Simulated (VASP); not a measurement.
Set up this calculation in VASP 6.6.1, as the native input.

```yaml
Task: single point
Functional: PBEsol
Dispersion: D3(BJ)
Potentials_or_basis: VASP PAW PBE potentials, release 64 (W_sv, Se)
Cutoff: 520 eV
k_mesh: 12 × 12 × 4
Occupations: gaussian, width 0.05 eV
Spin: no spin polarisation
Dipole_correction: no
Further_INCAR_settings: ALGO = Normal; EDIFF = 1e-07; NBANDS = 35
```

The structure of WSe2 lies in POSCAR:

```
WSe2
1.0
    3.1981512241      0.0000000000      0.0000000000
   -1.5990756120      2.7696802052      0.0000000000
    0.0000000000      0.0000000000     12.4145017028
W Se
2 4
Direct
    0.3333333333      0.6666666667      0.2500000000
    0.6666666667      0.3333333333      0.7500000000
    0.3333333333      0.6666666667      0.6145805872
    0.6666666667      0.3333333333      0.1145805872
    0.3333333333      0.6666666667      0.8854194128
    0.6666666667      0.3333333333      0.3854194128
```

This cell differs from its parent crystal: strain -0.0100 x Voigt [1, 1, 0, 0, 0, 0].

These files were run (other wordings do the same):

INCAR

```
  ALGO = Normal
  EDIFF = 1E-7
  ENCUT = 520
  GGA = PS
  ISIF = 2
  ISMEAR = 0
  IVDW = 12
  LASPH = T
  LCHARG = T
  LELF = T
  LREAL = F
  LVHAR = T
  LWAVE = F
  NBANDS = 35
  NELM = 80
  PREC = Accurate
  SIGMA = 0.05
```

KPOINTS

```
k-points
0
Gamma
  12 12 4
```

Potentials or basis: VASP PAW PBE potentials, release 64 (W_sv, Se).

The run is started by

```console
$ cat potpaw_PBE.64/W_sv/POTCAR potpaw_PBE.64/Se/POTCAR > POTCAR
$ mpirun -np 1 vasp_std > vasp.out
```

Results of the run:

```
Pressure                   : 3.7 GPa
Largest force              : 0.300 eV/Å
Band gap on the k mesh     : 0.70 eV, indirect (least direct gap 1.61 eV)
Dispersion energy per atom : -0.487 eV
```

Caveat: the cell differs from its parent crystal (strain -0.0100 x Voigt [1, 1, 0, 0, 0, 0]); the PAW data sets were made with another functional, which shifts forces and pressure a little; spin-orbit coupling is left out, which moves the levels of the heavy elements.

It took 80 s on 1 thread of Intel(R) Xeon(R) 6975P-C (Granite Rapids), with other jobs on the host, peak memory 0.35 GiB.
